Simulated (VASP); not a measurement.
**Pt: single point with r2SCAN**

Pt:

```
Pt
1.0
    -1.56978    1.56978    1.56978
     1.56978   -1.56978    1.56978
     1.56978    1.56978   -1.56978
Pt
1
Direct
  0.00000 0.00000 0.00000
```

```yaml
Program: VASP 6.6.1
Task: single point
Functional: r2SCAN
Potentials_or_basis: VASP PAW PBE potentials, release 64 (Pt)
Cutoff: 550 eV
k_mesh: 15 × 15 × 15
Occupations: fermi-dirac, width 0.1 eV
Spin: no spin polarisation
Dipole_correction: no
Further_INCAR_settings: ALGO = Normal; EDIFF = 1e-06; NBANDS = 11
```

- Pressure: 0.7 GPa
- Band gap on the k mesh: zero (band 5 reaches 11.37 eV, above the bottom of band 6 at 9.03 eV)

Levels at points of the mesh, in eV from the Fermi level:
| k point | band 3 | band 4 | band 5 | band 6 | band 7 | band 8 |
| --- | --- | --- | --- | --- | --- | --- |
| (0.00, 0.00, 0.00) | -3.74 | -3.74 | -1.16 | -1.16 | 18.07 | 18.07 |

Wall time 52 s on 1 thread of Intel(R) Xeon(R) Platinum 8488C (Sapphire Rapids), with other jobs on the host, peak memory 0.16 GiB.

Caveat: the PAW data sets were made with another functional, which shifts forces and pressure a little; spin-orbit coupling is left out, which moves the levels of the heavy elements.
